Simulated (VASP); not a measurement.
# TlBr (Pm-3m) in VASP: single point with LDA

Aim: the single point of TlBr with LDA.

Program: VASP 6.6.1. These are calculated values, not measurements. Logs are shortened: lines on timing, memory, paths and dates and some standing lists are left out, and cuts for length are marked.

## Step 1: The cell of the first run

The structure is cubic, space group Pm-3m (No. 221). The conventional cell has a = 3.980 Å, b = 3.980 Å, c = 3.980 Å, α = 90.00°, β = 90.00°, γ = 90.00°. Tl (site symmetry m-3m) has 8 Br at 3.45 Å and 6 Tl at 3.98 Å within 4.5 Å. Br (site symmetry m-3m) has 8 Tl at 3.45 Å and 6 Br at 3.98 Å within 4.5 Å.

## Step 2: Single point, LDA

INCAR

```
PREC = Accurate
ENCUT = 500
EDIFF = 1E-6
ISMEAR = 0
SIGMA = 0.01
LREAL = F
LASPH = T
NELM = 120
ALGO = Normal
ISIF = 2
LWAVE = F
LCHARG = F
GGA = CA
NBANDS = 17
GGA_COMPAT = F
```

KPOINTS

```
regular mesh
0
Gamma
  6 6 6
```

POSCAR

```
TlBr
1.0
    3.9800000000      0.0000000000      0.0000000000
    0.0000000000      3.9800000000      0.0000000000
    0.0000000000      0.0000000000      3.9800000000
Tl Br
1 1
Direct
    0.0000000000      0.0000000000      0.0000000000
    0.5000000000      0.5000000000      0.5000000000
```

Potentials or basis: VASP PAW LDA potentials, release 64 (Tl_d, Br).

Run with:

```
$ cat potpaw_LDA.64/Tl_d/POTCAR potpaw_LDA.64/Br/POTCAR > POTCAR
$ mpirun -np 1 vasp_std > vasp.out
```

OUTCAR:

```text
PREC = Accurate
   ENCUT = 500
   EDIFF = 1E-6
   ISMEAR = 0
   LREAL = F
   LASPH = T
   NELM = 120
   ISIF = 2
   GGA = CA

 ion  position               nearest neighbor table
   1  0.000  0.000  0.000-   2 3.45   2 3.45   2 3.45   2 3.45   2 3.45   2 3.45   2 3.45   2 3.45

   2  0.500  0.500  0.500-   1 3.45   1 3.45   1 3.45   1 3.45   1 3.45   1 3.45   1 3.45   1 3.45

  LATTYP: Found a simple cubic cell.
 ALAT       =     3.9800000000

  Lattice vectors:

 A1 = (   3.9800000000,   0.0000000000,   0.0000000000)
 A2 = (   0.0000000000,   3.9800000000,   0.0000000000)
 A3 = (   0.0000000000,   0.0000000000,   3.9800000000)

Analysis of symmetry for initial positions (statically):
=====================================================================
 Subroutine PRICEL returns:
 Original cell was already a primitive cell.

 Routine SETGRP: Setting up the symmetry group for a
 simple cubic supercell.

 Subroutine GETGRP returns: Found 48 space group operations
 (whereof 48 operations were pure point group operations)
 out of a pool of 48 trial point group operations.

The static configuration has the point symmetry O_h .

Analysis of symmetry for dynamics (positions and initial velocities):
=====================================================================
 Subroutine PRICEL returns:
 Original cell was already a primitive cell.

 Routine SETGRP: Setting up the symmetry group for a
 simple cubic supercell.

 Subroutine GETGRP returns: Found 48 space group operations
 (whereof 48 operations were pure point group operations)
 out of a pool of 48 trial point group operations.

The dynamic configuration has the point symmetry O_h .

 Subroutine INISYM returns: Found 48 space group operations
 (whereof 48 operations are pure point group operations),
 and found     1 'primitive' translations

----------------------------------------------------------------------------------------

                                     Primitive cell

  volume of cell :      63.0448

  direct lattice vectors                    reciprocal lattice vectors
     3.980000000  0.000000000  0.000000000     0.251256281  0.000000000  0.000000000
     0.000000000  3.980000000  0.000000000     0.000000000  0.251256281  0.000000000
     0.000000000  0.000000000  3.980000000     0.000000000  0.000000000  0.251256281

  length of vectors
     3.980000000  3.980000000  3.980000000     0.251256281  0.251256281  0.251256281

  position of ions in fractional coordinates (direct lattice)
     0.000000000  0.000000000  0.000000000
     0.500000000  0.500000000  0.500000000

  ion indices of the primitive-cell ions
   primitive index   ion index
                 1           1
                 2           2

----------------------------------------------------------------------------------------

 KPOINTS: regular mesh

Automatic generation of k-mesh.
 Grid dimensions read from file:
 generate k-points for:    6    6    6

 Generating k-lattice:

  Cartesian coordinates                     Fractional coordinates (reciprocal lattice)
     0.041876047  0.000000000  0.000000000     0.166666667  0.000000000  0.000000000
     0.000000000  0.041876047  0.000000000     0.000000000  0.166666667  0.000000000
     0.000000000  0.000000000  0.041876047     0.000000000  0.000000000  0.166666667

  Length of vectors
     0.041876047  0.041876047  0.041876047

  Shift w.r.t. Gamma in fractional coordinates (k-lattice)
     0.000000000  0.000000000  0.000000000

 Subroutine IBZKPT returns following result:
 ===========================================

 Found     20 irreducible k-points:

 Following reciprocal coordinates:
            Coordinates               Weight
  0.000000  0.000000  0.000000      1.000000
  0.166667  0.000000  0.000000      6.000000
  0.333333  0.000000  0.000000      6.000000
  0.500000  0.000000  0.000000      3.000000
  0.166667  0.166667  0.000000     12.000000
  0.333333  0.166667  0.000000     24.000000
[... 12 lines left out ...]
  0.500000  0.500000  0.333333      6.000000
  0.500000  0.500000  0.500000      1.000000
   k-points           NKPTS =     20   k-points in BZ     NKDIM =     20   number of bands    NBANDS=     17
   number of dos      NEDOS =    301   number of ions     NIONS =      2
   total plane-waves  NPLWV =  27000
   dimension x,y,z NGX =    30 NGY =   30 NGZ =   30
   dimension x,y,z NGXF=    60 NGYF=   60 NGZF=   60
   ions per type =               1   1
   NGX,Y,Z   is equivalent  to a cutoff of  12.53, 12.53, 12.53 a.u.
   NGXF,Y,Z  is equivalent  to a cutoff of  25.06, 25.06, 25.06 a.u.
 SYSTEM =  unknown system
   PREC   = accura    normal or accurate (medium, high low for compatibility)
   ISTART =      0    job   : 0-new  1-cont  2-samecut
   ICHARG =      2    charge: 1-file 2-atom 10-const
   ISPIN  =      1    spin polarized calculation?
   LNONCOLLINEAR =      F non collinear calculations
   LSORBIT =      F    spin-orbit coupling
   LASPH  =      T    aspherical Exc in radial PAW
   ENCUT  =  500.0 eV  36.75 Ry    6.06 a.u.   7.26  7.26  7.26*2*pi/ulx,y,z
   NELM   =    120;   NELMIN=  2; NELMDL= -5     # of ELM steps
   EDIFF  = 0.1E-05   stopping-criterion for ELM
   LREAL  =      F    real-space projection
   EDIFFG = 0.1E-04   stopping-criterion for IOM
   NSW    =      0    number of steps for IOM
   IBRION =     -1    ionic relax: 0-MD 1-quasi-New 2-CG
   NFREE  =      0    steps in history (QN), initial steepest desc. (CG)
   ISIF   =      2    stress and relaxation
   ISYM   =      2    0-nonsym 1-usesym 2-fastsym
   POTIM  = 0.5000    time-step for ionic-motion
   TEBEG  =    0.0;   TEEND  =   0.0 temperature during run
   PSTRESS=    0.0 pullay stress
   NELECT =      20.0000    total number of electrons
   NUPDOWN=      -1.0000    fix difference up-down
   EMIN   =  10.00;   EMAX   =-10.00  energy-range for DOS
   EFERMI =   0.00;   METHOD = LEGACY
   ISMEAR =     0;   SIGMA  =   0.01  broadening in eV -4-tet -1-fermi 0-gaus
   EFERMI_NEDOS =   21; number of points for ismear=-14 and -15
   IALGO  =     38    algorithm
   IMIX   =      4    mixing-type and parameters
     AMIX     =   0.40;   BMIX     =  1.00
     AMIX_MAG =   1.60;   BMIX_MAG =  1.00
  volume/ion in A,a.u.               =      31.52       212.72
  Fermi-wavevector in a.u.,A,eV,Ry     =   1.116525  2.109926 16.961403  1.246628
  Thomas-Fermi vector in A             =   2.253140
   LORBIT       =      0    0 simple, 1 ext, 2 COOP (PROOUT), +10 PAW based schemes
   GGA     = CA    functional components
   LHFCALC =     F    Hartree Fock is set to
   AEXX    =    0.0000 exact exchange contribution
   IVDW    =     0    specifies the selected vdW correction
   LEPSILON=     F    determine dielectric tensor
   LRPA    =     F    only Hartree local field effects (RPA)
 non-spin polarized calculation
 Gauss-broadening in eV      SIGMA  =   0.01
  energy-cutoff  :      500.00
  volume of cell :       63.04
 maximum number of plane-waves:      1628
 NGX is ok and might be reduce to    30
   NGX = 15   NGY = 15   NGZ = 15

 number of electron      20.0000005 magnetization

 Free energy of the ion-electron system (eV)
  ---------------------------------------------------
  ext. energy  EPLUGINS =         0.00000000
  ---------------------------------------------------
  free energy    TOTEN  =        -6.49752048 eV

  energy without entropy =       -6.49752048  energy(sigma->0) =       -6.49752048

 E-fermi :   2.2912     XC(G=0):  -9.3815

 val. band max:        2.2105935007   @ k =   0.5000   0.0000   0.0000
 cond. band min:       3.8580444837   @ k =   0.5000   0.0000   0.0000
 fundamental gap:      1.6474509829
 Fermi energy:         2.2911563790

 k-point     1 :       0.0000    0.0000    0.0000
  band No.  band energies     occupation
      1     -11.5367      2.00000
      2      -7.8748      2.00000
      3      -7.8748      2.00000
      4      -7.6959      2.00000
      5      -7.6959      2.00000
      6      -7.6959      2.00000
[... 9 lines left out ...]
     16      13.2090      0.00000
     17      15.6058      0.00000

 k-point     2 :       0.1667    0.0000    0.0000
  band No.  band energies     occupation
      1     -11.4792      2.00000
      2      -7.8721      2.00000
      3      -7.8409      2.00000
      4      -7.7117      2.00000
      5      -7.7117      2.00000
      6      -7.6945      2.00000
[... 9 lines left out ...]
     16      14.5843      0.00000
     17      15.0886      0.00000

 k-point     3 :       0.3333    0.0000    0.0000
  band No.  band energies     occupation
      1     -11.3583      2.00000
      2      -7.8667      2.00000
      3      -7.7755      2.00000
      4      -7.7429      2.00000
      5      -7.7429      2.00000
      6      -7.6917      2.00000
[... 9 lines left out ...]
     16      13.2385      0.00000
     17      15.6588      0.00000

 k-point     4 :       0.5000    0.0000    0.0000
  band No.  band energies     occupation
      1     -11.2946      2.00000
      2      -7.8640      2.00000
      3      -7.7584      2.00000
      4      -7.7584      2.00000
      5      -7.7445      2.00000
      6      -7.6903      2.00000
[... 9 lines left out ...]
     16      15.2161      0.00000
     17      15.6976      0.00000
[... 263 lines left out ...]
      1     -11.0832      2.00000
      2      -7.8160      2.00000
      3      -7.7924      2.00000
      4      -7.7578      2.00000
      5      -7.6959      2.00000
      6      -7.6580      2.00000
[... 9 lines left out ...]
     16      13.8761      0.00000
     17      18.0327      0.00000

 k-point    19 :       0.5000    0.5000    0.3333
  band No.  band energies     occupation
      1     -11.0392      2.00000
      2      -7.8129      2.00000
      3      -7.8129      2.00000
      4      -7.7997      2.00000
      5      -7.6763      2.00000
      6      -7.6360      2.00000
[... 9 lines left out ...]
     16      14.3460      0.00000
     17      18.4858      0.00000

 k-point    20 :       0.5000    0.5000    0.5000
  band No.  band energies     occupation
      1     -10.9892      2.00000
      2      -7.8360      2.00000
      3      -7.8360      2.00000
      4      -7.8360      2.00000
      5      -7.6352      2.00000
      6      -7.6352      2.00000
[... 9 lines left out ...]
     16      14.8118      0.00000
     17      18.2343      0.00000

------------------------ aborting loop because EDIFF is reached ----------------------------------------

  FORCE on cell =-STRESS in cart. coord.  units (eV):
  Direction    XX          YY          ZZ          XY          YZ          ZX
  --------------------------------------------------------------------------------------
  -------------------------------------------------------------------------------------
  Total       -1.0677540     -1.0677540     -1.0677540      0.0000000     -0.0000000     -0.0000000
  in kB      -27.1351707    -27.1351707    -27.1351707      0.0000000     -0.0000000     -0.0000000
  external PRESSURE =     -27.1351707 kB  Pullay stress =       0.0000000 kB

 VOLUME and BASIS-vectors are now :
 -----------------------------------------------------------------------------
  energy-cutoff  :      500.00
  volume of cell :       63.04
      direct lattice vectors                 reciprocal lattice vectors
     3.980000000  0.000000000  0.000000000     0.251256281  0.000000000  0.000000000
     0.000000000  3.980000000  0.000000000     0.000000000  0.251256281  0.000000000
     0.000000000  0.000000000  3.980000000     0.000000000  0.000000000  0.251256281

 POSITION                                       TOTAL-FORCE (eV/Angst)
 -----------------------------------------------------------------------------------
      0.00000      0.00000      0.00000         0.000000      0.000000      0.000000
      1.99000      1.99000      1.99000         0.000000      0.000000      0.000000
 -----------------------------------------------------------------------------------
    total drift:                                0.000000     -0.000000     -0.000000

  FREE ENERGIE OF THE ION-ELECTRON SYSTEM (eV)
  ---------------------------------------------------
  free  energy   TOTEN  =        -6.4975204753 eV

  energy  without entropy=       -6.4975204753  energy(sigma->0) =       -6.49752048
```

Wall time 14 s (1 thread of Intel Xeon 6975P-C, shared host); peak memory 0.16 GiB.

What came out:

```
Free energy            : -6.4975 eV
Pressure               : -2.7 GPa
Band gap on the k mesh : 1.65 eV, direct
```

Levels at points of the mesh, in eV from the valence-band top:
```csv
k point,band 7,band 8,band 9,band 10,band 11,band 12,band 13,band 14
"(0.00, 0.00, 0.00)",-4.77,-1.31,-1.31,-1.31,6.84,6.84,7.08,7.08
"(0.50, 0.00, 0.00)",-5.63,-0.79,-0.79,0.00,1.65,5.61,5.61,7.85
"(0.50, 0.50, 0.00)",-3.84,-2.98,-2.98,-0.70,4.72,4.72,7.23,7.51
"(0.50, 0.50, 0.50)",-2.83,-1.93,-1.93,-1.93,1.95,1.95,1.95,12.60
```

Caveat: spin-orbit coupling is left out, which moves the levels of the heavy elements.
